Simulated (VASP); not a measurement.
A run of VASP 6.6.1 is set up as follows.

Contents of INCAR:

```
SYSTEM = WSe
ALGO     = Normal         ! electronic algorithm
EDIFF    = 1E-6           ! SCF threshold, eV
ENCUT    = 520            ! plane-wave cutoff, eV
GGA      = PS             ! functional
ISIF     = 2              ! what is computed and relaxed
ISMEAR   = -1             ! smearing method
LASPH    = .TRUE.         ! aspherical terms in the spheres
LCHARG   = .FALSE.        ! write CHGCAR
LREAL    = .FALSE.        ! projectors in reciprocal space
LWAVE    = .FALSE.        ! write WAVECAR
NBANDS   = 28             ! bands
NELM     = 60             ! most SCF steps
PREC     = Accurate       ! precision mode
SIGMA    = 0.05           ! smearing width, eV
```

Contents of KPOINTS:

```
k-points
0
G
  9 9 1
  0 0 0
```

POSCAR

```
WSe
1.0
    3.3179375931      0.0000000000      0.0000000000
   -1.6589687965      2.8734182438      0.0000000000
    0.0000000000      0.0000000000     31.6581424200
W Se
2 2
Direct
    0.0000000000      0.0000000000      0.2369058772
    0.0000000000      0.0000000000      0.7630941228
    0.3333333300      0.6666666600      0.2894123711
    0.3333333300      0.6666666600      0.7105876289
```

Potentials or basis: VASP PAW PBE potentials, release 64 (W_sv, Se).

Run with:

```sh
$ cat potpaw_PBE.64/W_sv/POTCAR potpaw_PBE.64/Se/POTCAR > POTCAR
$ mpirun -np 1 vasp_std > vasp.out
```

Question: What does it give for the largest force?

Answer: 0.810 eV/Å.

Question: Predict the band gap on the k mesh.

Answer: 0.33 eV, indirect (least direct gap 0.77 eV).

Forces in eV/Å, atoms in the order of the input:
```
W    0.000  0.000  0.809
W    0.000  0.000 -0.809
Se   0.000  0.000 -0.810
Se   0.000  0.000  0.810
```

Caveat: the PAW data sets were made with another functional, which shifts forces and pressure a little; spin-orbit coupling is left out, which moves the levels of the heavy elements.
